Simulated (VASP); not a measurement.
Mg, 2 atoms in the cell. Symmetry: P6_3/mmc, No. 194, hexagonal system. Conventional cell: a = 3.209 Å, b = 3.209 Å, c = 5.210 Å, α = 90.00°, β = 90.00°, γ = 120.00°. Mg (site symmetry -6m2) has 12 Mg at 3.20 to 3.21 Å within 4.2 Å. 

* Program: VASP 6.6.1
* Task: electric field gradients
* Functional: PBEsol
* Potentials or basis: VASP PAW PBE potentials, release 64 (Mg)
* Cutoff: 520 eV
* k mesh: 12 × 12 × 7
* Occupations: fermi-dirac, width 0.08 eV
* Spin: no spin polarisation
* Dipole correction: no
* Further INCAR settings: ALGO = Normal; EDIFF = 1e-08; NBANDS = 9

Potentials or basis: VASP PAW PBE potentials, release 64 (Mg).

Launch:

```bash
$ cat potpaw_PBE.64/Mg/POTCAR > POTCAR
$ mpirun -np 1 vasp_std > vasp.out
```

Hardware: 1 thread of Intel(R) Xeon(R) 6975P-C (Granite Rapids), on a shared host.

**Question.** Estimate the wall time of this run.

**Answer.** Run time: 8.1 s on 1 thread of Intel(R) Xeon(R) 6975P-C (Granite Rapids), with other jobs on the host, peak memory 0.17 GiB. Counts: scf iterations 12, k points 76.
